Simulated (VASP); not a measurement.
A run of VASP 6.6.1:

File POSCAR:

```
InRh
1.0
    3.1402017800      0.0000000000      0.0000000000
    0.0000000000      3.1402017800      0.0000000000
    0.0000000000      0.0000000000      3.1402017800
In Rh
1 1
Direct
    0.5000000000      0.5000000000      0.5000000000
    0.0000000000      0.0000000000      0.0000000000
```

File INCAR.step1:

```
SYSTEM = InRh
ALGO = Normal
EDIFF = 1E-4
ENCUT = 520
GGA = PE
ISMEAR = -1
LASPH = .TRUE.
LCHARG = .FALSE.
LREAL = .FALSE.
LWAVE = .TRUE.
NBANDS = 21
NELM = 80
PREC = Accurate
SIGMA = 0.1
```

File INCAR.step2:

```
SYSTEM = InRh
ALGO = Normal
EDIFF = 1E-7
ENCUT = 520
ISIF = 2
ISMEAR = -1
ISTART = 1
LASPH = .TRUE.
LCHARG = .TRUE.
LELF = .TRUE.
LMIXTAU = .TRUE.
LREAL = .FALSE.
LVHAR = .TRUE.
LWAVE = .FALSE.
METAGGA = R2SCAN
NBANDS = 21
NELM = 80
PREC = Accurate
SIGMA = 0.1
```

The input KPOINTS:

```
k-points
0
G
  10 10 10
  0 0 0
```

Potentials or basis: VASP PAW PBE potentials, release 64 (In_d, Rh_pv).

Launch:

```bash
$ cat potpaw_PBE.64/In_d/POTCAR potpaw_PBE.64/Rh_pv/POTCAR > POTCAR
$ cp INCAR.step1 INCAR
$ mpirun -np 1 vasp_std > vasp.out
$ cp INCAR.step2 INCAR
$ mpirun -np 1 vasp_std > vasp.out
```

Hardware: 1 thread of Intel(R) Xeon(R) Platinum 8559C (Emerald Rapids), on a shared host.

Q: How long does it take, and how much memory?

A: Run time: 42 s on 1 thread of Intel(R) Xeon(R) Platinum 8559C (Emerald Rapids), with other jobs on the host, peak memory 0.17 GiB. Counts: k points 56.
